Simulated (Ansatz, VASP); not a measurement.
One calculation of Al2O3, two programs

```
Al O
1.0
     2.35557    1.35999    4.35250
    -2.35557    1.35999    4.35250
     0.00000   -2.71998    4.35250
Al O
4 6
Direct
  0.85137 0.85137 0.85137
  0.35137 0.35137 0.35137
  0.14863 0.14863 0.14863
  0.64863 0.64863 0.64863
  0.44302 0.05698 0.75000
  0.05698 0.75000 0.44302
  0.55698 0.94302 0.25000
  0.25000 0.55698 0.94302
  0.94302 0.25000 0.55698
  0.75000 0.44302 0.05698
```

Change from the starting cell: epitaxial_xy strain -1.0%.

Alike in both runs: task single point; functional PBE; k mesh 6 × 6 × 6; occupations fermi-dirac, width 0.02 eV; no spin polarisation.

|  | VASP | Ansatz |
| --- | --- | --- |
| version | VASP 6.6.1 | Ansatz 0.2.0 |
| potentials or method | VASP PAW PBE potentials, release 64 (Al, O) | plane waves, PAW |
| plane-wave cutoff (eV) | 520 | 420 |
| valence electrons in the cell | 48 | 48 |

```csv
,VASP,Ansatz,Ansatz less VASP
gap on the k mesh at the Fermi level (eV),6.45,6.45,-0.001
pressure (GPa),11.7,11.8,+0.12
"traceless stress, the component that is largest in VASP (GPa)",-4.32,-4.29,+0.040
rms of the force components (eV/Å),0.014,0.013,-0.0005
```

Atom by atom the forces differ by 0.001 eV/Å (rms over components).
